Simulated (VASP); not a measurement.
A run of VASP 6.6.1 is set up as follows.

INCAR

```
ALGO = Fast
EDIFF = 1E-7
ENCUT = 520
GGA = PE
ISIF = 2
ISMEAR = 0
LASPH = True
LCHARG = False
LREAL = False
LWAVE = False
NBANDS = 17
NELM = 60
PREC = Accurate
SIGMA = 0.15
```

KPOINTS

```
k-points
0
Gamma
  18 18 10
```

File POSCAR:

```
Pt
1.0
    3.0343935762      0.0000000000      0.0000000000
   -1.5171967881      2.1500688453      0.0000000000
    0.0000000000      0.0000000000      4.7813829983
Pt
2
Direct
    0.6666666667      0.3333333333      0.7500000000
    0.3333333333      0.6666666667      0.2500000000
```

Potentials or basis: VASP PAW PBE potentials, release 64 (Pt).

The run is started by

```bash
$ cat potpaw_PBE.64/Pt/POTCAR > POTCAR
$ mpirun -np 1 vasp_std > vasp.out
```

**Question.** Estimate the pressure.

**Answer.** 8.4 GPa.

**Question.** What does it give for the largest force?

**Answer.** 0.173 eV/Å.

**Question.** What does it give for the band gap on the k mesh?

**Answer.** Zero (bands 10 and 11 overlap by 2.04 eV).

Forces in eV/Å, atoms in the order of the input:
```
Pt   0.000  0.173  0.000
Pt   0.000 -0.173  0.000
```

Caveat: the cell differs from its parent crystal (normal strain along x +0.1000, normal strain along y -0.1000); the cell stands under pressure; spin-orbit coupling is left out, which moves the levels of the heavy elements.
